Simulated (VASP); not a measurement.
I:

```xyz
1
Lattice="-1.6175 1.6175 4.2648 1.6175 -1.6175 4.2648 1.6175 1.6175 -4.2648" Properties=species:S:1:pos:R:3 pbc="T T T"
I     0.0000    0.0000    0.0000
```

Base run:

```yaml
Program: VASP 6.6.1
Functional: PBE
Potentials_or_basis: VASP PAW PBE potentials, release 64 (I)
Cutoff: 520 eV
k_mesh: 11 × 11 × 11
Occupations: fermi-dirac, width 0.05 eV
Spin: no spin polarisation
```

Its results: band gap on the k mesh zero (an odd number of electrons rules out a gap without spin polarisation); pressure 0.1 GPa.

**Question.** The run is repeated on the same cell with these changes: functional from PBE to PBE-based screened hybrid with 25 % exact exchange; k mesh from 11 × 11 × 11 to 6 × 6 × 6. What comes out?

**Answer.** Band gap on the k mesh zero (an odd number of electrons rules out a gap without spin polarisation); pressure -0.6 GPa.

Several settings changed at once.

Caveats: spin-orbit coupling is left out, which moves the levels of the heavy elements; an odd number of electrons without spin polarisation forces a metal; a magnetic or distorted state may lie lower; the PAW data sets were made with another functional, which shifts forces and pressure a little (at least some runs).
